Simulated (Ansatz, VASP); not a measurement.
One calculation of HF, two programs

```xyz
20
Lattice="7.6174 0.0000 0.0000 0.0000 7.6174 0.0000 0.0000 0.0000 7.6174" Properties=species:S:1:pos:R:3 pbc="T T T"
F     1.1846    1.4300    5.5945
F     2.1293    2.2720    1.9593
F     3.4489    4.9750    2.5890
F     4.6724    3.8670    5.4732
F     4.6685    5.1087    0.2174
F     0.8310    5.4624    3.3213
F     6.3201    0.2966    0.7942
F     5.2963    7.5710    3.1957
F     6.4762    0.0462    5.4592
F     1.8542    3.4275    7.1742
H     0.3907    0.9188    5.4670
H     1.9879    2.6630    1.1129
H     3.8168    4.9554    1.7071
H     4.3376    4.1662    4.6443
H     4.5508    4.6310   -0.6015
H     1.6921    5.3157    2.9552
H     6.0572   -0.0798   -0.0316
H     5.7020    7.6492    2.3299
H     6.0490   -0.0124    4.5918
H     1.5086    2.8080    6.5291
```

Alike in both runs: functional PBE; k mesh 1 × 1 × 1; occupations fermi-dirac, width 0.02 eV; no spin polarisation.

Ansatz relaxed the structure, and its values are those at the end. VASP's run is a single point on that final structure, the one shown.

|  | VASP | Ansatz |
| --- | --- | --- |
| version | VASP 6.6.1 | Ansatz 0.2.0 |
| potentials or method | VASP PAW PBE potentials, release 64 (F, H), cutoff 520 eV | scalar-relativistic, plane waves, PAW |
| valence electrons in the cell | 80 | 80 |

|  | VASP | Ansatz | Ansatz less VASP |
| --- | --- | --- | --- |
| rms of the force components (eV/Å) | 0.151 | 0.070 | -0.0806 |

One of these differences is far larger than is usual between the two programs; its cause wasn't traced.
